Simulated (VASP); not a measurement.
A run of VASP 6.6.1:

Contents of INCAR:

```
PREC = Accurate
ENCUT = 520
EDIFF = 1E-7
ISMEAR = -1
SIGMA = 0.1
LREAL = False
LASPH = True
NELM = 80
ALGO = Normal
ISIF = 2
LWAVE = False
LCHARG = True
GGA = PS
LELF = True
LVHAR = True
NBANDS = 38
NELECT = 56.0
```

File KPOINTS:

```
regular mesh
0
Gamma
  5 5 5
```

File POSCAR:

```
Sb2AsS2
1.0
    0.0000000000      3.9670880000      0.0000000000
    5.3859810000     -1.9835440000      0.0000000000
   -0.0472560000      1.9835440000    -11.3197190000
Sb As S
4 2 4
Direct
    0.9548000000      0.7341000000      0.8245000000
    0.0452000000      0.2659000000      0.1755000000
    0.8119000000      0.2259000000      0.6021000000
    0.1881000000      0.7741000000      0.3979000000
    0.3942000000      0.7728000000      0.9844000000
    0.6058000000      0.2272000000      0.0156000000
    0.2114000000      0.1852000000      0.7624000000
    0.7886000000      0.8148000000      0.2376000000
    0.5937000000      0.7790000000      0.5916000000
    0.4063000000      0.2210000000      0.4084000000
```

Potentials or basis: VASP PAW PBE potentials, release 64 (Sb, As, S).

Run with:

```sh
$ cat potpaw_PBE.64/Sb/POTCAR potpaw_PBE.64/As/POTCAR potpaw_PBE.64/S/POTCAR > POTCAR
$ mpirun -np 1 vasp_std > vasp.out
```

Hardware: 1 thread of Oxide Virtual Turin-like Processor, on a shared host.

Task: How long does it take, and how much memory?

Result: Run time: 9.2 min on 1 thread of Oxide Virtual Turin-like Processor (shared host), peak memory 0.5 GiB. Counts: scf iterations 15, k points 39.
